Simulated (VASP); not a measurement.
BeTe:

```
Te Be
1.0
     0.00000    2.73256    2.73256
     2.73256    0.00000    2.73256
     2.73256    2.73256    0.00000
Te Be
1 1
Direct
  0.75000 0.75000 0.75000
  0.00000 0.00000 0.00000
```

This cell differs from its parent crystal: volume scaled by 0.96.

Base run:

```yaml
Program: VASP 6.6.1
Functional: PBEsol
Potentials_or_basis: VASP PAW PBE potentials, release 64 (Te, Be)
Cutoff: 520 eV
k_mesh: 8 × 8 × 8
Occupations: fermi-dirac, width 0.05 eV
Spin: no spin polarisation
```

Its results: band gap on the k mesh 1.62 eV, indirect (least direct gap 3.51 eV); pressure 5.6 GPa.

Problem. After a change of settings the same cell gave: band gap on the k mesh 2.09 eV, indirect (least direct gap 3.90 eV); pressure 7.8 GPa. Which change was it?
A. functional from PBEsol to r2SCAN
B. functional from PBEsol to PBE exchange alone; further incar settings from ALGO = Normal; EDIFF = 1e-06; NBANDS = 11 to ALGO = Normal; EDIFF = 1e-07; NBANDS = 11
C. functional from PBEsol to RPBE; dispersion from none to D4
D. functional from PBEsol to LDA; potentials or basis from VASP PAW PBE potentials, release 64 (Te, Be) to VASP PAW LDA potentials, release 64 (Te, Be)

Solution. A.

r2SCAN gives the wider gap, since meta-GGAs in the generalised Kohn-Sham scheme recover part of the derivative discontinuity.

Caveats: the PAW data sets were made with another functional, which shifts forces and pressure a little; spin-orbit coupling is left out, which moves the levels of the heavy elements.
